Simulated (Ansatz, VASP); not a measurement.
# Se in VASP and in Ansatz

File INCAR:

```
PREC     = Accurate       # precision mode
ENCUT    = 520            # plane-wave cutoff, eV
EDIFF    = 1E-7           # SCF threshold, eV
ISMEAR   = 0              # smearing method
SIGMA    = 0.05           # smearing width, eV
LREAL    = F              # projectors in reciprocal space
LASPH    = T              # aspherical terms in the spheres
NELM     = 80             # most SCF steps
ALGO     = Normal         # electronic algorithm
ISIF     = 2              # what is computed and relaxed
LWAVE    = F              # write WAVECAR
LCHARG   = T              # write CHGCAR
GGA      = PE             # functional
IVDW     = 12             # dispersion correction
LELF     = T              # ELF
LVHAR    = T            
NBANDS   = 16             # bands
```

File KPOINTS:

```
regular mesh
0
Gamma
  9 9 8
```

Contents of POSCAR:

```
Se
1.0
    4.2135749463      0.0000000000      0.0000000000
   -2.1067874732      3.6490629443      0.0000000000
    0.0000000000      0.0000000000      4.7798794191
Se
3
Direct
    0.2780715923      0.0000000000      0.3333333333
    0.0000000000      0.2780715923      0.6666666667
    0.7219284077      0.7219284077      0.0000000000
```

Input for Ansatz:

```yaml
crystal:
  lattice:
    - [4.2135749463, 0.0, 0.0]
    - [-2.1067874732, 3.6490629443, 0.0]
    - [0.0, 0.0, 4.7798794191]
  atoms:
    - { symbol: Se, position: [0.2780715923, 0.0, 0.3333333333] }
    - { symbol: Se, position: [0.0, 0.2780715923, 0.6666666667] }
    - { symbol: Se, position: [0.7219284077, 0.7219284077, 0.0] }
basis:
  ecutwfc: 420
kpoints:
  mp_grid: { grid: [9, 9, 8] }
hamiltonian:
  xc: pbe
  dispersion: d3bj
scf:
  occupations: { method: gaussian, width: 0.05 }
output:
  forces: true
  stress: true
  eigenvalues: true
```

Alike in both runs: task single point; functional PBE; dispersion D3(BJ); k mesh 9 × 9 × 8; occupations gaussian, width 0.05 eV; no spin polarisation.

```csv
,VASP,Ansatz
version,VASP 6.6.1,Ansatz 0.2.0
potentials or method,"VASP PAW PBE potentials, release 64 (Se), cutoff 520 eV","scalar-relativistic, plane waves, PAW"
valence electrons in the cell,18,48
```

VASP gave:

```
gap on the k mesh at the Fermi level (eV)                     : none
pressure (GPa)                                                : -3.5
traceless stress, the component that is largest in VASP (GPa) : 2.14
rms of the force components (eV/Å)                            : 0.403
```

Problem. Which values does Ansatz return?

Solution. gap on the k mesh at the Fermi level (eV): none; pressure (GPa): -3.5; traceless stress, the component that is largest in VASP (GPa): 2.14; rms of the force components (eV/Å): 0.407.

Atom by atom the forces differ by 0.004 eV/Å (rms over components). A gap of «none» marks a metal or a gap that the smearing closes. VASP's potentials hold 18 valence electrons a cell and Ansatz's 48, so a difference there can come from the potentials and not from the codes.
